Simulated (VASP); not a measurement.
Write the native input for VASP 6.6.1 that does the following.

```
Task                   : single point
Functional             : PBE
Potentials or basis    : VASP PAW PBE potentials, release 64 (V_sv, Ag, C, N)
Cutoff                 : 520 eV
k mesh                 : 4 × 4 × 4
Occupations            : gaussian, width 0.1 eV
Spin                   : collinear spin, ferromagnetic start
Starting moments       : [2.0, 0.0, 0.0, 0.0, 0.0, 0.0, 0.0, 0.0, 0.0, 0.0] μB
Dipole correction      : no
Further INCAR settings : ALGO = Normal; EDIFF = 1e-06; NBANDS = 45
```

The structure of VAgC4N4 lies in POSCAR:

```
VAgC4N4
1.0
    6.0642856381      0.0000000000      0.0000000000
    0.0000000000      6.0642856381      0.0000000000
    0.0000000000      0.0000000000      6.0642856381
V Ag C N
1 1 4 4
Direct
    0.5000000000      0.5000000000      0.5000000000
    0.0000000000      0.0000000000      0.0000000000
    0.2048648763      0.2048648763      0.2048648763
    0.2048648763      0.7951351237      0.7951351237
    0.7951351237      0.2048648763      0.7951351237
    0.7951351237      0.7951351237      0.2048648763
    0.3172490216      0.3172490216      0.3172490216
    0.3172490216      0.6827509784      0.6827509784
    0.6827509784      0.3172490216      0.6827509784
    0.6827509784      0.6827509784      0.3172490216
```

One way to write it, as run:

INCAR

```
SYSTEM = VAgC4N4
PREC     = Accurate       ! precision mode
ENCUT    = 520            ! plane-wave cutoff, eV
EDIFF    = 1E-6           ! SCF threshold, eV
ISMEAR   = 0              ! smearing method
SIGMA    = 0.1            ! smearing width, eV
LREAL    = .False.        ! projectors in reciprocal space
LASPH    = .True.         ! aspherical terms in the spheres
NELM     = 150            ! most SCF steps
ALGO     = Normal         ! electronic algorithm
ISIF     = 2              ! what is computed and relaxed
LWAVE    = .False.        ! write WAVECAR
LCHARG   = .True.         ! write CHGCAR
ISPIN    = 2              ! spin polarisation
MAGMOM   = 2 0 0 0 0 0 0 0 0 0 ! initial moments
LORBIT   = 11             ! projections on sites
LMAXMIX  = 4              ! l up to which the mixer works
GGA      = PE             ! functional
LELF     = .True.         ! ELF
LVHAR    = .True.       
NBANDS   = 45             ! bands
```

KPOINTS

```
regular mesh
0
Gamma
  4 4 4
  0 0 0
```

Potentials or basis: VASP PAW PBE potentials, release 64 (V_sv, Ag, C, N).

Launch:

```sh
$ cat potpaw_PBE.64/V_sv/POTCAR potpaw_PBE.64/Ag/POTCAR potpaw_PBE.64/C/POTCAR potpaw_PBE.64/N/POTCAR > POTCAR
$ mpirun -np 1 vasp_std > vasp.out
```

Results of the run:

```json
{
  "Pressure": "0.5 GPa",
  "Largest force": "0.294 eV/Å",
  "Band gap on the k mesh": "1.30 eV (least direct gap 1.45 eV)",
  "Net moment": "2.00 μB per cell",
  "Site moments": "V +1.66; Ag +0.02; C +0.05; N -0.04 μB",
  "Valence electrons inside the program's atomic spheres": "V 11.53; Ag 9.96; C 2.50; N 3.94"
}
```

Wall time 4.7 min on 1 thread of Intel(R) Xeon(R) Platinum 8488C (Sapphire Rapids), on a shared host, peak memory 0.5 GiB.
